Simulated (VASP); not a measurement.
A run of VASP 6.6.1 is set up as follows.

Contents of INCAR:

```
SYSTEM = SiO2
PREC     = Accurate       ! precision mode
ENCUT    = 520            ! plane-wave cutoff, eV
EDIFF    = 1E-8           ! SCF threshold, eV
ISMEAR   = 0              ! smearing method
SIGMA    = 0.01           ! smearing width, eV
LREAL    = .False.        ! projectors in reciprocal space
LASPH    = .True.         ! aspherical terms in the spheres
NELM     = 120            ! most SCF steps
ALGO     = Normal         ! electronic algorithm
ISIF     = 2              ! what is computed and relaxed
LWAVE    = .False.        ! write WAVECAR
LCHARG   = .False.        ! write CHGCAR
GGA      = PE             ! functional
LEPSILON = .True.         ! dielectric tensor by DFPT
GGA_COMPAT= .False.
```

Contents of KPOINTS:

```
Automatic mesh
0
Gamma
  6 6 6
  0 0 0
```

POSCAR

```
SiO2
1.0
   -2.8058995024      2.8087755226      2.3452081679
    2.8058995024     -2.8087755226      2.3452081679
    2.8058995024      2.8087755226     -2.3452081679
Si O
2 4
Direct
    0.2500000000      0.2500000000      0.0000000000
    0.7500000000      0.7500000000      0.0000000000
    0.1473070228      0.8524439467      0.9997509695
    0.6473070228      0.6475560533      0.2948630761
    0.3526929772      0.3524439467      0.7051369239
    0.8526929772      0.1475560533      0.0002490305
```

Potentials or basis: VASP PAW PBE potentials, release 64 (Si, O).

Command:

```console
$ cat potpaw_PBE.64/Si/POTCAR potpaw_PBE.64/O/POTCAR > POTCAR
$ mpirun -np 1 vasp_std > vasp.out
```

Question: Estimate the electronic dielectric tensor (diagonal).

Answer: 2.42, 2.42, 2.94.

Question: What does it give for the Born charges (mean of the diagonal)?

Answer: Si +2.92; O -1.46 e.

Question: Predict the band gap on the k mesh.

Answer: 4.98 eV (least direct gap 5.49 eV).

Electronic dielectric tensor:
```
2.42 0.00 0.00
0.00 2.42 0.00
0.00 0.00 2.94
```

A k mesh can miss the band edges.
